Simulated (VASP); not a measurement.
# As (R-3m) in VASP: settings compared

As is run at these levels: PBEsol, LDA; tasks: electric field gradients.

All numbers are computed with VASP 6.6.1; they aren't measurements. Logs are shortened: lines on timing, memory, paths and dates and some standing lists are left out, and cuts for length are marked.

## Step 1: The cell of the first run

The structure is trigonal, space group R-3m (No. 166). Conventional cell: a = 3.759 Å, b = 3.759 Å, c = 10.457 Å, α = 90.00°, β = 90.00°, γ = 120.00°. Within 3.3 Å of As (site symmetry 3m) lie 6 As at 2.52 to 3.10 Å.

## Step 2: Electric field gradients, PBEsol

Input file INCAR:

```
SYSTEM = As
PREC = Accurate ; ENCUT = 520
EDIFF = 1E-8 ; ISMEAR = -1
SIGMA = 0.03 ; LREAL = .FALSE.
LASPH = .TRUE. ; NELM = 120
ALGO = Normal ; ISIF = 2
LWAVE = .FALSE. ; LCHARG = .FALSE.
GGA = PS ; LEFG = .TRUE.
NBANDS = 22 ; GGA_COMPAT = .FALSE.
```

Input file KPOINTS:

```
Automatic mesh
0
G
  11 11 11
  0 0 0
```

Input file POSCAR:

```
As
1.0
    1.8797494575      1.0852738553      3.4857700000
   -1.8797494575      1.0852738553      3.4857700000
    0.0000000000     -2.1705477106      3.4857700000
As
2
Direct
    0.2275400000      0.2275400000      0.2275400000
    0.7724600000      0.7724600000      0.7724600000
```

Potentials or basis: VASP PAW PBE potentials, release 64 (As_d).

Launch:

```console
$ cat potpaw_PBE.64/As_d/POTCAR > POTCAR
$ mpirun -np 1 vasp_std > vasp.out
```

OUTCAR:

```text
SYSTEM = As
   PREC = Accurate
   ENCUT = 520
   EDIFF = 1E-8
   ISMEAR = -1
   LREAL = .FALSE.
   LASPH = .TRUE.
   NELM = 120
   ISIF = 2
   GGA = PS

 ion  position               nearest neighbor table
   1  0.228  0.228  0.228-   2 2.52   2 2.52   2 2.52
   2  0.772  0.772  0.772-   1 2.52   1 2.52   1 2.52

  LATTYP: Found a trigonal (rhomboedric) cell.
 ALAT       =     4.1063207202
 COS(alpha) =     0.5808936906

  Lattice vectors:

 A1 = (   1.8797494575,   1.0852738553,   3.4857700000)
 A2 = (  -1.8797494575,   1.0852738553,   3.4857700000)
 A3 = (   0.0000000000,  -2.1705477106,   3.4857700000)

Analysis of symmetry for initial positions (statically):
=====================================================================
 Subroutine PRICEL returns:
 Original cell was already a primitive cell.

 Routine SETGRP: Setting up the symmetry group for a
 trigonal (rhombohedral) supercell.

 Subroutine GETGRP returns: Found 12 space group operations
 (whereof 12 operations were pure point group operations)
 out of a pool of 12 trial point group operations.

The static configuration has the point symmetry D_3d.

Analysis of symmetry for dynamics (positions and initial velocities):
=====================================================================
 Subroutine PRICEL returns:
 Original cell was already a primitive cell.

 Routine SETGRP: Setting up the symmetry group for a
 trigonal (rhombohedral) supercell.

 Subroutine GETGRP returns: Found 12 space group operations
 (whereof 12 operations were pure point group operations)
 out of a pool of 12 trial point group operations.

The dynamic configuration has the point symmetry D_3d.

 Subroutine INISYM returns: Found 12 space group operations
 (whereof 12 operations are pure point group operations),
 and found     1 'primitive' translations

----------------------------------------------------------------------------------------

                                     Primitive cell

  volume of cell :      42.6667

  direct lattice vectors                    reciprocal lattice vectors
     1.879749457  1.085273855  3.485770000     0.265992895  0.153571070  0.095626887
    -1.879749457  1.085273855  3.485770000    -0.265992895  0.153571070  0.095626887
     0.000000000 -2.170547711  3.485770000     0.000000000 -0.307142139  0.095626887

  length of vectors
     4.106320720  4.106320720  4.106320720     0.321684310  0.321684310  0.321684310

  position of ions in fractional coordinates (direct lattice)
     0.227540000  0.227540000  0.227540000
     0.772460000  0.772460000  0.772460000

  ion indices of the primitive-cell ions
   primitive index   ion index
                 1           1
                 2           2

----------------------------------------------------------------------------------------

 KPOINTS: Automatic mesh

Automatic generation of k-mesh.
 Grid dimensions read from file:
 generate k-points for:   11   11   11

 Generating k-lattice:

  Cartesian coordinates                     Fractional coordinates (reciprocal lattice)
     0.024181172  0.013961006  0.008693353     0.090909091 -0.000000000 -0.000000000
    -0.024181172  0.013961006  0.008693353    -0.000000000  0.090909091 -0.000000000
     0.000000000 -0.027922013  0.008693353    -0.000000000 -0.000000000  0.090909091

  Length of vectors
     0.029244028  0.029244028  0.029244028

  Shift w.r.t. Gamma in fractional coordinates (k-lattice)
     0.000000000  0.000000000  0.000000000

 Subroutine IBZKPT returns following result:
 ===========================================

 Found    146 irreducible k-points:

 Following reciprocal coordinates:
            Coordinates               Weight
  0.000000  0.000000  0.000000      1.000000
  0.090909  0.000000  0.000000      6.000000
  0.181818  0.000000  0.000000      6.000000
  0.272727  0.000000  0.000000      6.000000
  0.363636  0.000000  0.000000      6.000000
  0.454545  0.000000  0.000000      6.000000
[... 16 lines left out ...]
 -0.272727  0.181818 -0.000000     12.000000
 -0.181818  0.181818  0.000000      6.000000
 [... further k-points ...]
   k-points           NKPTS =    146   k-points in BZ     NKDIM =    146   number of bands    NBANDS=     22
   number of dos      NEDOS =    301   number of ions     NIONS =      2
   total plane-waves  NPLWV =  32768
   dimension x,y,z NGX =    32 NGY =   32 NGZ =   32
   dimension x,y,z NGXF=    64 NGYF=   64 NGZF=   64
   ions per type =               2
   NGX,Y,Z   is equivalent  to a cutoff of  12.96, 12.96, 12.96 a.u.
   NGXF,Y,Z  is equivalent  to a cutoff of  25.91, 25.91, 25.91 a.u.
 SYSTEM =  As
   PREC   = accura    normal or accurate (medium, high low for compatibility)
   ISTART =      0    job   : 0-new  1-cont  2-samecut
   ICHARG =      2    charge: 1-file 2-atom 10-const
   ISPIN  =      1    spin polarized calculation?
   LNONCOLLINEAR =      F non collinear calculations
   LSORBIT =      F    spin-orbit coupling
   LASPH  =      T    aspherical Exc in radial PAW
   ENCUT  =  520.0 eV  38.22 Ry    6.18 a.u.   7.64  7.64  7.64*2*pi/ulx,y,z
   NELM   =    120;   NELMIN=  2; NELMDL= -5     # of ELM steps
   EDIFF  = 0.1E-07   stopping-criterion for ELM
   LREAL  =      F    real-space projection
   EDIFFG = 0.1E-06   stopping-criterion for IOM
   NSW    =      0    number of steps for IOM
   IBRION =     -1    ionic relax: 0-MD 1-quasi-New 2-CG
   NFREE  =      0    steps in history (QN), initial steepest desc. (CG)
   ISIF   =      2    stress and relaxation
   ISYM   =      2    0-nonsym 1-usesym 2-fastsym
   POTIM  = 0.5000    time-step for ionic-motion
   TEBEG  =    0.0;   TEEND  =   0.0 temperature during run
   PSTRESS=    0.0 pullay stress
   NELECT =      30.0000    total number of electrons
   NUPDOWN=      -1.0000    fix difference up-down
   EMIN   =  10.00;   EMAX   =-10.00  energy-range for DOS
   EFERMI =   0.00;   METHOD = LEGACY
   ISMEAR =    -1;   SIGMA  =   0.03  broadening in eV -4-tet -1-fermi 0-gaus
   EFERMI_NEDOS =   21; number of points for ismear=-14 and -15
   IALGO  =     38    algorithm
   IMIX   =      4    mixing-type and parameters
     AMIX     =   0.40;   BMIX     =  1.00
     AMIX_MAG =   1.60;   BMIX_MAG =  1.00
  volume/ion in A,a.u.               =      21.33       143.96
  Fermi-wavevector in a.u.,A,eV,Ry     =   1.455746  2.750960 28.833402  2.119195
  Thomas-Fermi vector in A             =   2.572744
   LORBIT       =      0    0 simple, 1 ext, 2 COOP (PROOUT), +10 PAW based schemes
   GGA     = PS    functional components
   LHFCALC =     F    Hartree Fock is set to
   AEXX    =    0.0000 exact exchange contribution
   IVDW    =     0    specifies the selected vdW correction
   LEPSILON=     F    determine dielectric tensor
   LRPA    =     F    only Hartree local field effects (RPA)
 non-spin polarized calculation
  energy-cutoff  :      520.00
  volume of cell :       42.67
 maximum number of plane-waves:      1162
   NGX = 15   NGY = 15   NGZ = 15

 number of electron      30.0000001 magnetization

 Free energy of the ion-electron system (eV)
  ---------------------------------------------------
  ext. energy  EPLUGINS =         0.00000000
  ---------------------------------------------------
  free energy    TOTEN  =       -10.24313930 eV

  energy without entropy =      -10.24289136  energy(sigma->0) =      -10.24301533

 E-fermi :   3.7976     XC(G=0): -10.9039

 val. band max:        3.7243552309   @ k =   0.4545   0.3636   0.3636
 cond. band min:       3.8543017586   @ k =   0.4545   0.0909   0.0909
 fundamental gap:      0.1299465277
 Fermi energy:         3.7975628744

 k-point     1 :       0.0000    0.0000    0.0000
  band No.  band energies     occupation
      1     -32.4831      2.00000
      2     -32.4831      2.00000
      3     -32.4369      2.00000
      4     -32.4369      2.00000
      5     -32.4073      2.00000
      6     -32.3680      2.00000
[... 14 lines left out ...]
     21      10.9163      0.00000
     22      12.5223      0.00000

 k-point     2 :       0.0909    0.0000    0.0000
  band No.  band energies     occupation
      1     -32.4821      2.00000
      2     -32.4806      2.00000
      3     -32.4361      2.00000
      4     -32.4352      2.00000
      5     -32.4066      2.00000
      6     -32.3692      2.00000
[... 542 lines left out ...]
 k-point    24 :      -0.1818    0.1818    0.0000
  band No.  band energies     occupation
      1     -32.4781      2.00000
      2     -32.4528      2.00000
      3     -32.4283      2.00000
      4     -32.4214      2.00000
      5     -32.3979      2.00000
      6     -32.3852      2.00000
[... 14 lines left out ...]
     21      13.7426      0.00000
     22      13.9136      0.00000

 [... further k-points ...]

------------------------ aborting loop because EDIFF is reached ----------------------------------------

  FORCE on cell =-STRESS in cart. coord.  units (eV):
  Direction    XX          YY          ZZ          XY          YZ          ZX
  --------------------------------------------------------------------------------------
  -------------------------------------------------------------------------------------
  Total        0.1602512      0.1602512     -0.1625315      0.0000000      0.0000000      0.0000000
  in kB        6.0175886      6.0175886     -6.1032164      0.0000000      0.0000000      0.0000000
  external PRESSURE =       1.9773203 kB  Pullay stress =       0.0000000 kB

 VOLUME and BASIS-vectors are now :
 -----------------------------------------------------------------------------
  energy-cutoff  :      520.00
  volume of cell :       42.67
      direct lattice vectors                 reciprocal lattice vectors
     1.879749457  1.085273855  3.485770000     0.265992895  0.153571070  0.095626887
    -1.879749457  1.085273855  3.485770000    -0.265992895  0.153571070  0.095626887
     0.000000000 -2.170547711  3.485770000     0.000000000 -0.307142139  0.095626887

 POSITION                                       TOTAL-FORCE (eV/Angst)
 -----------------------------------------------------------------------------------
      0.00000      0.00000      2.37946         0.000000     -0.000000      0.180032
      0.00000      0.00000      8.07785         0.000000      0.000000     -0.180032
 -----------------------------------------------------------------------------------
    total drift:                               -0.000000      0.000000     -0.000000

  FREE ENERGIE OF THE ION-ELECTRON SYSTEM (eV)
  ---------------------------------------------------
  free  energy   TOTEN  =       -10.2431392987 eV

  energy  without entropy=      -10.2428913628  energy(sigma->0) =      -10.24301533

 Electric field gradients (V/A^2)
---------------------------------------------------------------------
 ion       V_xx      V_yy      V_zz      V_xy      V_xz      V_yz
---------------------------------------------------------------------
   1      22.586    22.586   -45.173    -0.000     0.000    -0.000
   2      22.586    22.586   -45.173    -0.000     0.000    -0.000
---------------------------------------------------------------------

 Electric field gradients after diagonalization (V/A^2)
 (convention: |V_zz| > |V_xx| > |V_yy|)
----------------------------------------------------------------------
 ion       V_xx      V_yy      V_zz     asymmetry (V_yy - V_xx)/ V_zz
----------------------------------------------------------------------
   1      22.586    22.586   -45.173       0.000
   2      22.586    22.586   -45.173       0.000
----------------------------------------------------------------------

           NMR quadrupolar parameters

 Cq : quadrupolar parameter    Cq=e*Q*V_zz/h
 eta: asymmetry parameters     (V_yy - V_xx)/ V_zz
 Q  : nuclear electric quadrupole moment in mb (millibarn)
----------------------------------------------------------------------
 ion       Cq(MHz)       eta       Q (mb)
----------------------------------------------------------------------
   1      -0.109       0.000       1.000
   2      -0.109       0.000       1.000
----------------------------------------------------------------------
```

It took 49 s on 1 thread of Intel Xeon 6975P-C (Granite Rapids), shared host; peak memory 0.25 GiB.

What came out:

```
Free energy                             : -10.2431 eV
Pressure                                : 0.2 GPa
Largest force                           : 0.180 eV/Å
Band gap on the k mesh                  : zero (bands 15 and 16 overlap by 0.37 eV)
Largest electric field gradient by atom : As -45.2 V/Å²
```

Forces on the atoms (eV/Å):
```
As   0.000  0.000  0.180
As   0.000  0.000 -0.180
```

Stress tensor (GPa, compression positive):
```
 0.60  0.00  0.00
 0.00  0.60  0.00
 0.00  0.00 -0.61
```

Electric field gradients, principal values (V/Å²):
| atom | least | middle | greatest (by size) |
| --- | --- | --- | --- |
| 1 As | 22.586 | 22.586 | -45.173 |
| 2 As | 22.586 | 22.586 | -45.173 |

Caveat: without QUAD_EFG the Cq values of the log hold for a quadrupole moment of 1 mb, not for the nuclei; the PAW data sets were made with another functional, which shifts forces and pressure a little.

## Step 3: Electric field gradients, LDA

Input file INCAR:

```
  ALGO = Normal
  EDIFF = 1E-8
  ENCUT = 520
  GGA = CA
  GGA_COMPAT = F
  ISIF = 2
  ISMEAR = -1
  LASPH = T
  LCHARG = F
  LEFG = T
  LREAL = F
  LWAVE = F
  NBANDS = 22
  NELM = 120
  PREC = Accurate
  SIGMA = 0.03
```

Input file KPOINTS:

```
k-points
0
Gamma
  11 11 11
```

POSCAR is that of step 2.

Potentials or basis: VASP PAW LDA potentials, release 64 (As_d).

Launch:

```console
$ cat potpaw_LDA.64/As_d/POTCAR > POTCAR
$ mpirun -np 1 vasp_std > vasp.out
```

OUTCAR:

```text
EDIFF = 1E-8
   ENCUT = 520
   GGA = CA
   ISIF = 2
   ISMEAR = -1
   LASPH = T
   LREAL = F
   NELM = 120
   PREC = Accurate

 ion  position               nearest neighbor table
   1  0.228  0.228  0.228-   2 2.52   2 2.52   2 2.52
   2  0.772  0.772  0.772-   1 2.52   1 2.52   1 2.52

  LATTYP: Found a trigonal (rhomboedric) cell.
 ALAT       =     4.1063207202
 COS(alpha) =     0.5808936906

  Lattice vectors:

 A1 = (   1.8797494575,   1.0852738553,   3.4857700000)
[... 812 lines left out ...]
  ---------------------------------------------------
  free  energy   TOTEN  =       -10.7689711048 eV

  energy  without entropy=      -10.7687473179  energy(sigma->0) =      -10.76885921

 Electric field gradients (V/A^2)
---------------------------------------------------------------------
 ion       V_xx      V_yy      V_zz      V_xy      V_xz      V_yz
---------------------------------------------------------------------
   1      22.934    22.934   -45.868     0.000     0.000    -0.000
   2      22.934    22.934   -45.868     0.000     0.000    -0.000
---------------------------------------------------------------------

 Electric field gradients after diagonalization (V/A^2)
 (convention: |V_zz| > |V_xx| > |V_yy|)
----------------------------------------------------------------------
 ion       V_xx      V_yy      V_zz     asymmetry (V_yy - V_xx)/ V_zz
----------------------------------------------------------------------
   1      22.934    22.934   -45.868       0.000
   2      22.934    22.934   -45.868       0.000
----------------------------------------------------------------------

           NMR quadrupolar parameters

 Cq : quadrupolar parameter    Cq=e*Q*V_zz/h
 eta: asymmetry parameters     (V_yy - V_xx)/ V_zz
 Q  : nuclear electric quadrupole moment in mb (millibarn)
----------------------------------------------------------------------
 ion       Cq(MHz)       eta       Q (mb)
----------------------------------------------------------------------
   1      -0.111       0.000       1.000
   2      -0.111       0.000       1.000
----------------------------------------------------------------------
```

OSZICAR:

```text
N       E                     dE             d eps       ncg     rms          rms(c)
DAV:   1     0.199019081998E+03    0.19902E+03   -0.13229E+04  8422   0.665E+03
DAV:   2     0.183436552516E+02   -0.18068E+03   -0.17191E+03  6526   0.889E+02
DAV:   3    -0.940966298269E+01   -0.27753E+02   -0.27228E+02  7138   0.148E+02
DAV:   4    -0.107944377522E+02   -0.13848E+01   -0.13816E+01  7450   0.385E+01
DAV:   5    -0.108211092911E+02   -0.26672E-01   -0.26671E-01  7270   0.653E+00    0.417E+00
DAV:   6    -0.107869353936E+02    0.34174E-01   -0.12568E-02  8386   0.120E+00    0.243E+00
DAV:   7    -0.107688264918E+02    0.18109E-01   -0.15678E-02  8520   0.105E+00    0.792E-02
DAV:   8    -0.107689642070E+02   -0.13772E-03   -0.14133E-03  7372   0.444E-01    0.303E-02
DAV:   9    -0.107689715887E+02   -0.73818E-05   -0.33461E-05  8544   0.525E-02    0.673E-03
DAV:  10    -0.107689709831E+02    0.60568E-06   -0.32697E-06  8402   0.212E-02    0.285E-03
DAV:  11    -0.107689711060E+02   -0.12291E-06   -0.36716E-07  7708   0.677E-03    0.760E-04
DAV:  12    -0.107689711048E+02    0.12033E-08   -0.23355E-08  6518   0.175E-03
   1 F= -.10768971E+02 E0= -.10768859E+02  d E =-.223787E-03
```

Wall time 82 s (1 thread of Intel Xeon Platinum 8259CL at 2.50GHz (Skylake/Cascade Lake), shared host); peak memory 0.22 GiB.

What came out:

```yaml
Free_energy: -10.7690 eV
Pressure: -1.3 GPa
Largest_force: 0.101 eV/Å
Band_gap_on_the_k_mesh: zero (bands 15 and 16 overlap by 0.35 eV)
Largest_electric_field_gradient_by_atom: As -45.9 V/Å²
```

Forces on the atoms (eV/Å):
```
As   0.000  0.000  0.101
As   0.000  0.000 -0.101
```

Levels at points of the mesh, in eV from the Fermi level:
```csv
k point,band 13,band 14,band 15,band 16,band 17,band 18
"(0.00, 0.00, 0.00)",-2.57,-2.03,-2.03,1.71,2.90,2.90
```

Electric field gradients, principal values (V/Å²):
```
atom   least  middle  greatest (by size)
1 As  22.934  22.934             -45.868
2 As  22.934  22.934             -45.868
```

Caveat: without QUAD_EFG the Cq values of the log hold for a quadrupole moment of 1 mb, not for the nuclei.
